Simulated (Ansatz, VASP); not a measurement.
**Two plane-wave programs on SrO**

```
CELL_PARAMETERS angstrom
3.94266 0.00000 0.00000
-1.97133 3.41444 0.00000
0.00000 0.00000 7.21296
ATOMIC_POSITIONS crystal
Sr 0.00000 0.00000 0.80540
Sr 0.00000 0.00000 0.19460
O 0.33333 0.66667 0.00000
O 0.66667 0.33333 0.00000
```

Alike in both runs: functional PBE; k mesh 12 × 12 × 6; occupations gaussian, width 0.1 eV; no spin polarisation.

Ansatz relaxed the structure, and its values are those at the end. VASP's run is a single point on that final structure, the one shown.

```csv
,VASP,Ansatz
version,VASP 6.6.1,Ansatz 0.2.0
potentials or method,"VASP PAW PBE potentials, release 64 (Sr_sv, O), cutoff 520 eV","scalar-relativistic, plane waves, PAW"
valence electrons in the cell,32,32
```

```tsv
	VASP	Ansatz	Ansatz less VASP
gap on the k mesh at the Fermi level (eV)	none	none	-
pressure (GPa)	0.3	0.0	-0.27
rms of the force components (eV/Å)	0.040	0.001	-0.0389
```

A gap of «none» marks a metal or a gap that the smearing closes.
